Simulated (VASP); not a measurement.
**BeS: single point with PBEsol**

The system is BeS.

```
Be S
1.0
     0.00000    2.31730    2.31730
     2.31730    0.00000    2.31730
     2.31730    2.31730    0.00000
Be S
1 1
Direct
  0.00000 0.00000 0.00000
  0.50000 0.50000 0.50000
```

```
Program                : VASP 6.6.1
Task                   : single point
Functional             : PBEsol
Potentials or basis    : VASP PAW PBE potentials, release 64 (Be, S)
Cutoff                 : 520 eV
k mesh                 : 6 × 6 × 6
Occupations            : gaussian, width 0.01 eV
Spin                   : no spin polarisation
Dipole correction      : no
Further INCAR settings : ALGO = Normal; EDIFF = 1e-07; NBANDS = 11
```

```
Pressure               : -2.8 GPa
Band gap on the k mesh : 0.96 eV, indirect (least direct gap 4.15 eV)
```

Levels at points of the mesh, in eV from the valence-band top:
```
           k point  band 1  band 2  band 3  band 4  band 5  band 6  band 7  band 8
(0.00, 0.00, 0.00)  -15.11   -0.29   -0.29   -0.29    5.23    8.76    8.76    8.76
(0.50, 0.00, 0.00)  -12.83   -7.26   -0.51   -0.51    3.90    3.90    4.03   10.16
(0.50, 0.50, 0.00)  -11.77   -6.84   -3.19   -3.19    0.96    4.19   11.75   11.75
```

Wall time 6.3 s on 1 thread of Intel Xeon 8259CL, on a shared host, peak memory 0.13 GiB.

Caveat: the PAW data sets were made with another functional, which shifts forces and pressure a little. A k mesh can miss the band edges.
